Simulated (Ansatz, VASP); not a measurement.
**Cu3O2 in VASP and in Ansatz**

File INCAR:

```
SYSTEM = Cu3O2
PREC     = Accurate       ! precision mode
ENCUT    = 520            ! plane-wave cutoff, eV
EDIFF    = 1E-6           ! SCF threshold, eV
ISMEAR   = -1             ! smearing method
SIGMA    = 0.05           ! smearing width, eV
LREAL    = .FALSE.        ! projectors in reciprocal space
LASPH    = .TRUE.         ! aspherical terms in the spheres
NELM     = 60             ! most SCF steps
ALGO     = Normal         ! electronic algorithm
ISIF     = 2              ! what is computed and relaxed
LWAVE    = .FALSE.        ! write WAVECAR
LCHARG   = .FALSE.        ! write CHGCAR
GGA      = PS             ! functional
NBANDS   = 30             ! bands
```

KPOINTS

```
Automatic mesh
0
G
  9 9 9
  0 0 0
```

POSCAR

```
Cu3O2
1.0
   -1.9816850654      1.9816850654      3.5986241819
    1.9816850654     -1.9816850654      3.5986241819
    1.9816850654      1.9816850654     -3.5986241819
Cu O
3 2
Direct
    0.0000000000      0.0000000000      0.0000000000
    0.7500000000      0.2500000000      0.5000000000
    0.2500000000      0.7500000000      0.5000000000
    0.5000000000      0.0000000000      0.5000000000
    0.0000000000      0.5000000000      0.5000000000
```

File input.yaml:

```yaml
crystal:
  lattice:
    - [-1.9816850654, 1.9816850654, 3.5986241819]
    - [1.9816850654, -1.9816850654, 3.5986241819]
    - [1.9816850654, 1.9816850654, -3.5986241819]
  atoms:
    - { symbol: Cu, position: [0.0, 0.0, 0.0] }
    - { symbol: Cu, position: [0.75, 0.25, 0.5] }
    - { symbol: Cu, position: [0.25, 0.75, 0.5] }
    - { symbol: O, position: [0.5, 0.0, 0.5] }
    - { symbol: O, position: [0.0, 0.5, 0.5] }
kpoints:
  mp_grid: { grid: [9, 9, 9] }
scf:
  occupations: { method: fermi_dirac, width: 0.05 }
hamiltonian:
  xc: pbesol
  pseudopotentials: { kind: all_electron, lapw: { basis_error: 0.001 } }
output:
  forces: true
  stress: true
  eigenvalues: true
```

Change from the starting cell: volume scaled by 0.94.

Alike in both runs: task single point; functional PBEsol; k mesh 9 × 9 × 9; occupations fermi-dirac, width 0.05 eV; no spin polarisation.

```csv
,VASP,Ansatz
version,VASP 6.6.1,Ansatz 0.2.0
potentials or method,"VASP PAW PBE potentials, release 64 (Cu, O), cutoff 520 eV","all-electron LAPW, scalar-relativistic"
```

```tsv
	VASP	Ansatz	Ansatz less VASP
gap on the k mesh at the Fermi level (eV)	none	none	-
pressure (GPa)	3.6	2.7	-0.91
traceless stress, the component that is largest in VASP (GPa)	3.78	2.94	-0.837
```

VASP's potentials were made for PBE, not for PBEsol. A gap of «none» marks a metal or a gap that the smearing closes. Ansatz ran all-electron here, and VASP with PAW potentials.
